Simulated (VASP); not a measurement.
Input of a VASP 6.6.1 run:

File INCAR:

```
SYSTEM = Si2W
PREC = Accurate
ENCUT = 520
EDIFF = 1E-7
ISMEAR = 0
SIGMA = 0.15
LREAL = .FALSE.
LASPH = .TRUE.
NELM = 60
ALGO = Normal
ISIF = 2
LWAVE = .FALSE.
LCHARG = .FALSE.
GGA = PE
NBANDS = 18
```

File KPOINTS:

```
Automatic mesh
0
G
  18 18 18
  0 0 0
```

Contents of POSCAR:

```
Si2W
1.0
   -1.6585623832      1.6585623832      3.5790117667
    1.6585623832     -1.6585623832      3.5790117667
    1.6585623832      1.6585623832     -3.5790117667
Si W
2 1
Direct
    0.3345726944      0.3345726944      0.0000000000
    0.6654273056      0.6654273056      0.0000000000
    0.0000000000      0.0000000000      0.0000000000
```

Potentials or basis: VASP PAW PBE potentials, release 64 (Si, W_sv).

Command:

```bash
$ cat potpaw_PBE.64/Si/POTCAR potpaw_PBE.64/W_sv/POTCAR > POTCAR
$ mpirun -np 1 vasp_std > vasp.out
```

(1) Predict the pressure.

(2) What does it give for the band gap on the k mesh?

(3) Estimate the largest force.

Results:

(1) 17.3 GPa.

(2) zero (bands 11 and 12 overlap by 0.57 eV).

(3) 0.163 eV/Å.

Caveat: the cell stands under pressure; spin-orbit coupling is left out, which moves the levels of the heavy elements.
